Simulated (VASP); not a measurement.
# MgO (Fm-3m) in VASP: further runs, part 2 of 2

VASP 6.6.1.

## Step 3: Relaxation of volume and atoms at fixed shape, PBE

This run uses another cell than the first one, of 9.37 Å³/atom.

INCAR reads:

```
PREC     = Accurate       # precision mode
ENCUT    = 600            # plane-wave cutoff, eV
EDIFF    = 1E-7           # SCF threshold, eV
ISMEAR   = 0              # smearing method
SIGMA    = 0.01           # smearing width, eV
LREAL    = False          # projectors in reciprocal space
LASPH    = True           # aspherical terms in the spheres
NELM     = 120            # most SCF steps
ALGO     = Normal         # electronic algorithm
ISIF     = 8              # what is computed and relaxed
LWAVE    = False          # write WAVECAR
LCHARG   = False          # write CHGCAR
GGA      = PE             # functional
IBRION   = 2              # ionic algorithm
NSW      = 80             # ionic steps
EDIFFG   = -0.02          # ionic threshold
GGA_COMPAT= False        
NELMIN   = 4
```

KPOINTS reads:

```
Automatic mesh
0
Gamma
  9 9 9
```

POSCAR reads:

```
MgO
1.0
    0.0000000000      2.1085000000      2.1085000000
    2.1085000000      0.0000000000      2.1085000000
    2.1085000000      2.1085000000      0.0000000000
Mg O
1 1
Direct
    0.0000000000      0.0000000000      0.0000000000
    0.5000000000      0.5000000000      0.5000000000
```

Potentials or basis: VASP PAW PBE potentials, release 64 (Mg, O).

The run is started by

```bash
cat potpaw_PBE.64/Mg/POTCAR potpaw_PBE.64/O/POTCAR > POTCAR
mpirun -np 1 vasp_std > vasp.out
```

OUTCAR:

```text
PREC = Accurate
   ENCUT = 600
   EDIFF = 1E-7
   ISMEAR = 0
   LREAL = False
   LASPH = True
   NELM = 120
   ISIF = 8
   GGA = PE
   IBRION = 2
   NSW = 80
   EDIFFG = -0.02
   NELMIN = 4

 ion  position               nearest neighbor table
   1  0.000  0.000  0.000-   2 2.11   2 2.11   2 2.11   2 2.11   2 2.11   2 2.11
   2  0.500  0.500  0.500-   1 2.11   1 2.11   1 2.11   1 2.11   1 2.11   1 2.11

  LATTYP: Found a face centered cubic cell.
 ALAT       =     4.2170000000

  Lattice vectors:

 A1 = (   0.0000000000,   2.1085000000,   2.1085000000)
 A2 = (   2.1085000000,   0.0000000000,   2.1085000000)
 A3 = (   2.1085000000,   2.1085000000,   0.0000000000)

Analysis of symmetry for initial positions (statically):
=====================================================================
 Subroutine PRICEL returns:
 Original cell was already a primitive cell.

 Routine SETGRP: Setting up the symmetry group for a
 face centered cubic supercell.

 Subroutine GETGRP returns: Found 48 space group operations
 (whereof 48 operations were pure point group operations)
 out of a pool of 48 trial point group operations.

The static configuration has the point symmetry O_h .

Analysis of symmetry for dynamics (positions and initial velocities):
=====================================================================
 Subroutine PRICEL returns:
 Original cell was already a primitive cell.

 Routine SETGRP: Setting up the symmetry group for a
 face centered cubic supercell.

 Subroutine GETGRP returns: Found 48 space group operations
 (whereof 48 operations were pure point group operations)
 out of a pool of 48 trial point group operations.

The dynamic configuration has the point symmetry O_h .

 Subroutine INISYM returns: Found 48 space group operations
 (whereof 48 operations are pure point group operations),
 and found     1 'primitive' translations

[... 131 lines left out ...]
   NGX = 11   NGY = 11   NGZ = 11

--------------------------------------- Ionic step        1  -------------------------------------------

 number of electron       8.0000005 magnetization

 Free energy of the ion-electron system (eV)
  ---------------------------------------------------
  ext. energy  EPLUGINS =         0.00000000
  ---------------------------------------------------
  free energy    TOTEN  =       -11.91047383 eV

  energy without entropy =      -11.91047383  energy(sigma->0) =      -11.91047383

------------------------ aborting loop because EDIFF is reached ----------------------------------------

  FORCE on cell =-STRESS in cart. coord.  units (eV):
  Direction    XX          YY          ZZ          XY          YZ          ZX
  --------------------------------------------------------------------------------------
  -------------------------------------------------------------------------------------
  Total        0.3652382      0.3652382      0.3652382     -0.0000000      0.0000000      0.0000000
  in kB       31.2130311     31.2130311     31.2130311     -0.0000000      0.0000000      0.0000000
  external PRESSURE =      31.2130311 kB  Pullay stress =       0.0000000 kB
[... 59 lines left out ...]
--------------------------------------- Ionic step        3  -------------------------------------------

 number of electron       8.0000005 magnetization

 Free energy of the ion-electron system (eV)
  ---------------------------------------------------
  ext. energy  EPLUGINS =         0.00000000
  ---------------------------------------------------
  free energy    TOTEN  =       -11.91405649 eV

  energy without entropy =      -11.91405649  energy(sigma->0) =      -11.91405649

 E-fermi :   3.0859     XC(G=0): -10.9686

 val. band max:        3.0126446489   @ k =   0.0000   0.0000   0.0000
 cond. band min:       7.5170420750   @ k =   0.0000   0.0000   0.0000
 fundamental gap:      4.5043974261
 Fermi energy:         3.0858676593

 k-point     1 :       0.0000    0.0000    0.0000
  band No.  band energies     occupation
      1     -14.1324      2.00000
      2       3.0126      2.00000
      3       3.0126      2.00000
      4       3.0126      2.00000
      5       7.5170      0.00000
      6      18.6826      0.00000
      7      18.6826      0.00000
      8      18.6826      0.00000
[... 243 lines left out ...]
 k-point    24 :       0.4444    0.4444    0.0000
  band No.  band energies     occupation
      1     -12.7035      2.00000
      2      -0.9082      2.00000
      3       1.7302      2.00000
      4       1.7302      2.00000
      5      12.2060      0.00000
      6      12.7106      0.00000
      7      15.8796      0.00000
      8      21.5470      0.00000

 [... further k-points ...]

------------------------ aborting loop because EDIFF is reached ----------------------------------------

  FORCE on cell =-STRESS in cart. coord.  units (eV):
  Direction    XX          YY          ZZ          XY          YZ          ZX
  --------------------------------------------------------------------------------------
  -------------------------------------------------------------------------------------
  Total        0.0005161      0.0005161      0.0005161     -0.0000000      0.0000000     -0.0000000
  in kB        0.0432441      0.0432441      0.0432441     -0.0000000      0.0000000     -0.0000000
  external PRESSURE =       0.0432441 kB  Pullay stress =       0.0000000 kB
[... 17 lines left out ...]
  FREE ENERGIE OF THE ION-ELECTRON SYSTEM (eV)
  ---------------------------------------------------
  free  energy   TOTEN  =       -11.9140564932 eV

  energy  without entropy=      -11.9140564932  energy(sigma->0) =      -11.91405649

 reached required accuracy - stopping structural energy minimisation
```

Run time: 13 s. Hardware: 1 thread of Intel Xeon Platinum 8375C at 2.90GHz (Ice Lake), shared host; peak memory 0.14 GiB.

Results:

* Free energy: -11.9141 eV
* Relaxed volume: 9.56 Å³/atom
* Relaxed cell: a = 3.002 Å, b = 3.002 Å, c = 3.002 Å, α = 60.00°, β = 60.00°, γ = 60.00°
* Space group after relaxing (to 0.1 Å): Fm-3m (No. 225)
* Energy gained by relaxing: 1.8 meV/atom
* Ionic steps: 3
* Pressure after relaxing: 0.0 GPa
* Band gap on the k mesh: 4.50 eV

The path:
```
step  energy change (eV)  largest force (eV/Å)  pressure (GPa)  volume (Å³)
   1              0.0000                0.0000            3.12        18.75
   2             -0.0032                0.0000           -0.97        19.25
   3             -0.0036                0.0000            0.00        19.12
```

Final structure:
```yaml
crystal:
  lattice:
    - [0.00000, 2.12243, 2.12243]
    - [2.12243, 0.00000, 2.12243]
    - [2.12243, 2.12243, 0.00000]
  atoms:
    - { symbol: Mg, position: [0.00000, 0.00000, 0.00000] }
    - { symbol: O, position: [0.50000, 0.50000, 0.50000] }
```
